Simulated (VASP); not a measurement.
# ScAl2N3 (P6/mmm) in VASP: a series of runs

Runs on ScAl2N3. Level: PBE. Tasks: single point, relaxation of cell and atoms.

Program: VASP 6.6.1. These are calculated values, not measurements. Logs are shortened: lines on timing, memory, paths and dates and some standing lists are left out, and cuts for length are marked.

**1. The cell of the first run**

Symmetry: P6/mmm, No. 191, hexagonal system. The conventional cell has a = 7.374 Å, b = 7.374 Å, c = 3.526 Å, α = 90.00°, β = 90.00°, γ = 120.00°. Sc (site symmetry 6/mmm) has 2 N at 1.76 Å within 2.3 Å. Within 2.3 Å of Al (site symmetry -6m2) lie 2 N at 1.76 Å. Within 2.3 Å of N (site symmetry -6m2) lie 2 Al at 1.76 Å. Within 2.3 Å of N (site symmetry 6/mmm) lie 2 Sc at 1.76 Å.

The cell was built from a structure type or drawn by symmetry, and may not be a known phase.

**2. Single point, PBE**

File INCAR:

```
PREC = Accurate
ENCUT = 520
EDIFF = 1E-6
ISMEAR = 0
SIGMA = 0.1
LREAL = F
LASPH = T
NELM = 100
ALGO = Normal
ISIF = 2
LWAVE = F
LCHARG = F
GGA = PE
NBANDS = 25
```

File KPOINTS:

```
regular mesh
0
Gamma
  6 6 4
```

File POSCAR:

```
ScAl2N3
1.0
    7.3743812711      0.0000000046      0.0000000000
   -3.6871906395      6.3864015156      0.0000000000
    0.0000000000      0.0000000000      3.5256420530
Sc Al N
1 2 3
Direct
    0.0000000000      0.0000000000      0.0000000000
    0.3333333333      0.6666666667      0.0000000000
    0.6666666667      0.3333333333      0.0000000000
    0.3333333333      0.6666666667      0.5000000000
    0.6666666667      0.3333333333      0.5000000000
    0.0000000000      0.0000000000      0.5000000000
```

Potentials or basis: VASP PAW PBE potentials, release 64 (Sc_sv, Al, N).

Run with:

```console
$ cat potpaw_PBE.64/Sc_sv/POTCAR potpaw_PBE.64/Al/POTCAR potpaw_PBE.64/N/POTCAR > POTCAR
$ mpirun -np 1 vasp_std > vasp.out
```

OUTCAR:

```text
PREC = Accurate
   ENCUT = 520
   EDIFF = 1E-6
   ISMEAR = 0
   LREAL = F
   LASPH = T
   NELM = 100
   ISIF = 2
   GGA = PE

 ion  position               nearest neighbor table
   1  0.000  0.000  0.000-   6 1.76   6 1.76
   2  0.333  0.667  0.000-   4 1.76   4 1.76
   3  0.667  0.333  0.000-   5 1.76   5 1.76
   4  0.333  0.667  0.500-   2 1.76   2 1.76
   5  0.667  0.333  0.500-   3 1.76   3 1.76
   6  0.000  0.000  0.500-   1 1.76   1 1.76

  LATTYP: Found a hexagonal cell.
 ALAT       =     7.3743812711
 C/A-ratio  =     0.4780932696

  Lattice vectors:

 A1 = (   7.3743812711,   0.0000000046,   0.0000000000)
 A2 = (  -3.6871906395,   6.3864015156,   0.0000000000)
 A3 = (   0.0000000000,   0.0000000000,   3.5256420530)

Analysis of symmetry for initial positions (statically):
=====================================================================
 Subroutine PRICEL returns:
 Original cell was already a primitive cell.

 Routine SETGRP: Setting up the symmetry group for a
 hexagonal supercell.

 Subroutine GETGRP returns: Found 24 space group operations
 (whereof 24 operations were pure point group operations)
 out of a pool of 24 trial point group operations.

The static configuration has the point symmetry D_6h.

Analysis of symmetry for dynamics (positions and initial velocities):
=====================================================================
 Subroutine PRICEL returns:
 Original cell was already a primitive cell.

 Routine SETGRP: Setting up the symmetry group for a
 hexagonal supercell.

 Subroutine GETGRP returns: Found 24 space group operations
 (whereof 24 operations were pure point group operations)
 out of a pool of 24 trial point group operations.

The dynamic configuration has the point symmetry D_6h.

 Subroutine INISYM returns: Found 24 space group operations
 (whereof 24 operations are pure point group operations),
 and found     1 'primitive' translations

----------------------------------------------------------------------------------------

                                     Primitive cell

  volume of cell :     166.0428

  direct lattice vectors                    reciprocal lattice vectors
     7.374381271  0.000000005  0.000000000     0.135604597  0.078291351  0.000000000
    -3.687190639  6.386401516  0.000000000    -0.000000000  0.156582701  0.000000000
     0.000000000  0.000000000  3.525642053     0.000000000  0.000000000  0.283636281

  length of vectors
     7.374381271  7.374381271  3.525642053     0.156582701  0.156582701  0.283636281

  position of ions in fractional coordinates (direct lattice)
     0.000000000  0.000000000  0.000000000
     0.333333333  0.666666667  0.000000000
     0.666666667  0.333333333  0.000000000
     0.333333333  0.666666667  0.500000000
     0.666666667  0.333333333  0.500000000
     0.000000000  0.000000000  0.500000000

  ion indices of the primitive-cell ions
   primitive index   ion index
                 1           1
                 2           2
                 3           3
                 4           4
                 5           5
                 6           6

----------------------------------------------------------------------------------------

 KPOINTS: regular mesh

Automatic generation of k-mesh.
 Grid dimensions read from file:
 generate k-points for:    6    6    4

 Generating k-lattice:

  Cartesian coordinates                     Fractional coordinates (reciprocal lattice)
     0.022600766  0.013048558  0.000000000     0.166666667 -0.000000000  0.000000000
    -0.000000000  0.026097117  0.000000000     0.000000000  0.166666667  0.000000000
     0.000000000  0.000000000  0.070909070     0.000000000  0.000000000  0.250000000

  Length of vectors
     0.026097117  0.026097117  0.070909070

  Shift w.r.t. Gamma in fractional coordinates (k-lattice)
     0.000000000  0.000000000  0.000000000

 Subroutine IBZKPT returns following result:
 ===========================================

 Found     21 irreducible k-points:

 Following reciprocal coordinates:
            Coordinates               Weight
  0.000000  0.000000  0.000000      1.000000
  0.166667 -0.000000  0.000000      6.000000
  0.333333  0.000000  0.000000      6.000000
  0.500000  0.000000  0.000000      3.000000
  0.166667  0.166667  0.000000      6.000000
  0.333333  0.166667  0.000000     12.000000
[... 13 lines left out ...]
  0.333333  0.166667  0.500000     12.000000
  0.333333  0.333333  0.500000      2.000000
   k-points           NKPTS =     21   k-points in BZ     NKDIM =     21   number of bands    NBANDS=     25
   number of dos      NEDOS =    301   number of ions     NIONS =      6
   total plane-waves  NPLWV =  87808
   dimension x,y,z NGX =    56 NGY =   56 NGZ =   28
   dimension x,y,z NGXF=   112 NGYF=  112 NGZF=   56
   ions per type =               1   2   3
   NGX,Y,Z   is equivalent  to a cutoff of  12.62, 12.62, 13.20 a.u.
   NGXF,Y,Z  is equivalent  to a cutoff of  25.25, 25.25, 26.41 a.u.
 SYSTEM =  unknown system
   PREC   = accura    normal or accurate (medium, high low for compatibility)
   ISTART =      0    job   : 0-new  1-cont  2-samecut
   ICHARG =      2    charge: 1-file 2-atom 10-const
   ISPIN  =      1    spin polarized calculation?
   LNONCOLLINEAR =      F non collinear calculations
   LSORBIT =      F    spin-orbit coupling
   LASPH  =      T    aspherical Exc in radial PAW
   ENCUT  =  520.0 eV  38.22 Ry    6.18 a.u.  13.71 13.71  6.56*2*pi/ulx,y,z
   NELM   =    100;   NELMIN=  2; NELMDL= -5     # of ELM steps
   EDIFF  = 0.1E-05   stopping-criterion for ELM
   LREAL  =      F    real-space projection
   EDIFFG = 0.1E-04   stopping-criterion for IOM
   NSW    =      0    number of steps for IOM
   IBRION =     -1    ionic relax: 0-MD 1-quasi-New 2-CG
   NFREE  =      0    steps in history (QN), initial steepest desc. (CG)
   ISIF   =      2    stress and relaxation
   ISYM   =      2    0-nonsym 1-usesym 2-fastsym
   POTIM  = 0.5000    time-step for ionic-motion
   TEBEG  =    0.0;   TEEND  =   0.0 temperature during run
   PSTRESS=    0.0 pullay stress
   NELECT =      32.0000    total number of electrons
   NUPDOWN=      -1.0000    fix difference up-down
   EMIN   =  10.00;   EMAX   =-10.00  energy-range for DOS
   EFERMI =   0.00;   METHOD = LEGACY
   ISMEAR =     0;   SIGMA  =   0.10  broadening in eV -4-tet -1-fermi 0-gaus
   EFERMI_NEDOS =   21; number of points for ismear=-14 and -15
   IALGO  =     38    algorithm
   IMIX   =      4    mixing-type and parameters
     AMIX     =   0.40;   BMIX     =  1.00
     AMIX_MAG =   1.60;   BMIX_MAG =  1.00
  volume/ion in A,a.u.               =      27.67       186.75
  Fermi-wavevector in a.u.,A,eV,Ry     =   0.945623  1.786969 12.166375  0.894203
  Thomas-Fermi vector in A             =   2.073543
   LORBIT       =      0    0 simple, 1 ext, 2 COOP (PROOUT), +10 PAW based schemes
   GGA     = PE    functional components
   LHFCALC =     F    Hartree Fock is set to
   AEXX    =    0.0000 exact exchange contribution
   IVDW    =     0    specifies the selected vdW correction
   LEPSILON=     F    determine dielectric tensor
   LRPA    =     F    only Hartree local field effects (RPA)
 non-spin polarized calculation
 Gauss-broadening in eV      SIGMA  =   0.10
  energy-cutoff  :      520.00
  volume of cell :      166.04
 maximum number of plane-waves:      4500
 NGX is ok and might be reduce to    56
   NGX = 27   NGY = 27   NGZ = 13

 number of electron      32.0000005 magnetization

 Free energy of the ion-electron system (eV)
  ---------------------------------------------------
  ext. energy  EPLUGINS =         0.00000000
  ---------------------------------------------------
  free energy    TOTEN  =       -35.31102797 eV

  energy without entropy =      -35.30465287  energy(sigma->0) =      -35.30784042

 E-fermi :   0.7766     XC(G=0):  -6.9549

 val. band max:        0.6651852561   @ k =   0.3333   0.1667   0.0000
 cond. band min:       0.8219388433   @ k =   0.1667  -0.0000   0.2500
 fundamental gap:      0.1567535872
 Fermi energy:         0.7765943093

 k-point     1 :       0.0000    0.0000    0.0000
  band No.  band energies     occupation
      1     -48.8016      2.00000
      2     -27.6497      2.00000
      3     -27.6216      2.00000
      4     -27.6216      2.00000
      5     -13.1718      2.00000
      6     -13.0761      2.00000
[... 17 lines left out ...]
     24       4.5338      0.00000
     25       4.5338      0.00000

 k-point     2 :       0.1667   -0.0000    0.0000
  band No.  band energies     occupation
      1     -48.8016      2.00000
      2     -27.6498      2.00000
      3     -27.6216      2.00000
      4     -27.6216      2.00000
      5     -13.1646      2.00000
      6     -13.0811      2.00000
[... 17 lines left out ...]
     24       4.4752      0.00000
     25       4.8296      0.00000

 k-point     3 :       0.3333    0.0000    0.0000
  band No.  band energies     occupation
      1     -48.8016      2.00000
      2     -27.6498      2.00000
      3     -27.6216      2.00000
      4     -27.6216      2.00000
      5     -13.1464      2.00000
      6     -13.0943      2.00000
[... 17 lines left out ...]
     24       4.3957      0.00000
     25       5.4239      0.00000

 k-point     4 :       0.5000    0.0000    0.0000
  band No.  band energies     occupation
      1     -48.8016      2.00000
      2     -27.6498      2.00000
      3     -27.6216      2.00000
      4     -27.6216      2.00000
      5     -13.1314      2.00000
      6     -13.1066      2.00000
[... 17 lines left out ...]
     24       4.3646      0.00000
     25       5.7767      0.00000
[... 393 lines left out ...]
 k-point    19 :       0.1667    0.1667    0.5000
  band No.  band energies     occupation
      1     -48.7894      2.00000
      2     -27.9624      2.00000
      3     -27.5981      2.00000
      4     -27.5981      2.00000
      5     -12.5680      2.00000
      6     -12.5325      2.00000
[... 17 lines left out ...]
     24       4.8514      0.00000
     25       5.1892      0.00000

 k-point    20 :       0.3333    0.1667    0.5000
  band No.  band energies     occupation
      1     -48.7895      2.00000
      2     -27.9624      2.00000
      3     -27.5981      2.00000
      4     -27.5981      2.00000
      5     -12.5590      2.00000
      6     -12.5413      2.00000
[... 17 lines left out ...]
     24       4.9006      0.00000
     25       5.1162      0.00000

 k-point    21 :       0.3333    0.3333    0.5000
  band No.  band energies     occupation
      1     -48.7895      2.00000
      2     -27.9624      2.00000
      3     -27.5981      2.00000
      4     -27.5981      2.00000
      5     -12.5502      2.00000
      6     -12.5502      2.00000
[... 17 lines left out ...]
     24       5.0105      0.00000
     25       5.0105      0.00000

------------------------ aborting loop because EDIFF is reached ----------------------------------------

  FORCE on cell =-STRESS in cart. coord.  units (eV):
  Direction    XX          YY          ZZ          XY          YZ          ZX
  --------------------------------------------------------------------------------------
  -------------------------------------------------------------------------------------
  Total        0.0745364      0.0745364      0.6249953      0.0000000      0.0000000     -0.0000000
  in kB        0.7192150      0.7192150      6.0306940      0.0000000      0.0000000     -0.0000000
  external PRESSURE =       2.4897080 kB  Pullay stress =       0.0000000 kB

 VOLUME and BASIS-vectors are now :
 -----------------------------------------------------------------------------
  energy-cutoff  :      520.00
  volume of cell :      166.04
      direct lattice vectors                 reciprocal lattice vectors
     7.374381271  0.000000005  0.000000000     0.135604597  0.078291351  0.000000000
    -3.687190639  6.386401516  0.000000000    -0.000000000  0.156582701  0.000000000
     0.000000000  0.000000000  3.525642053     0.000000000  0.000000000  0.283636281

 POSITION                                       TOTAL-FORCE (eV/Angst)
 -----------------------------------------------------------------------------------
      0.00000      0.00000      0.00000         0.000000      0.000000      0.000000
     -0.00000      4.25760      0.00000         0.000000      0.000000      0.000000
      3.68719      2.12880      0.00000        -0.000000     -0.000000      0.000000
     -0.00000      4.25760      1.76282        -0.000000      0.000000      0.000000
      3.68719      2.12880      1.76282         0.000000     -0.000000     -0.000000
      0.00000      0.00000      1.76282         0.000000      0.000000      0.000000
 -----------------------------------------------------------------------------------
    total drift:                                0.000000     -0.000000      0.000000

  FREE ENERGIE OF THE ION-ELECTRON SYSTEM (eV)
  ---------------------------------------------------
  free  energy   TOTEN  =       -35.3110279668 eV

  energy  without entropy=      -35.3046528698  energy(sigma->0) =      -35.30784042
```

Wall time 2.6 min (1 thread of Intel Xeon 8259CL, shared host); peak memory 0.32 GiB.

What came out:

```yaml
Free_energy: -35.3110 eV
Pressure: 0.2 GPa
Band_gap_on_the_k_mesh: zero (bands 16 and 17 overlap by 0.27 eV)
```

Caveat: the k points lie up to 0.45 Å⁻¹ apart.

(Continued in part 2 of 3.)
